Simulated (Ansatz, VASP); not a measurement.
Al5Ga2N8: VASP beside Ansatz

```xyz
15
Lattice="-4.4070 4.4070 0.0000 0.0000 4.4070 -4.4070 -4.4070 0.0000 -4.4070" Properties=species:S:1:pos:R:3 pbc="T T T"
Al   -2.2148    2.1337   -0.0841
Al   -2.5308    3.3224   -3.3224
Al   -2.2148    0.0841   -2.1337
Al   -4.6340    2.1871   -2.1871
Al    0.2759    2.1109   -2.1109
Ga   -4.6625    4.4518   -4.4518
Ga    0.2547    0.0653   -0.0653
N    -5.7046    3.2915   -3.2915
N    -0.6817    3.2703   -3.2703
N    -5.7079    5.5405   -5.5405
N    -0.9950    1.1218   -1.1218
N    -3.2429    3.3727   -5.3423
N    -3.2827    3.1816   -1.2887
N    -3.2429    5.3423   -3.3727
N    -3.2827    1.2887   -3.1816
```

Change from the starting cell: atom 2 (Al) set half-way to the vacancy, atoms relaxed in the symmetry of that start.

Alike in both runs: functional PBEsol; k mesh 4 × 4 × 4; occupations gaussian, width 0.05 eV; no spin polarisation.

Ansatz relaxed the structure, and its values are those at the end. VASP's run is a single point on that final structure, the one shown.

```csv
,VASP,Ansatz
version,VASP 6.6.1,Ansatz 0.2.0
potentials or method,"VASP PAW PBE potentials, release 64 (Al, Ga_d, N), cutoff 520 eV","scalar-relativistic, plane waves, PAW"
valence electrons in the cell,81,81
```

Ansatz gave:

| Property | Result |
| --- | --- |
| gap on the k mesh at the Fermi level (eV) | none |
| pressure (GPa) | -6.0 |
| rms of the force components (eV/Å) | 0.004 |

Estimate VASP's values.

gap on the k mesh at the Fermi level (eV): none; pressure (GPa): -6.1; rms of the force components (eV/Å): 0.009.

VASP's potentials were made for PBE, not for PBEsol. A gap of «none» marks a metal or a gap that the smearing closes. The functional is the same, so the differences come from potentials, cutoffs and numerics. Ansatz's warnings: stress scf threshold loose.
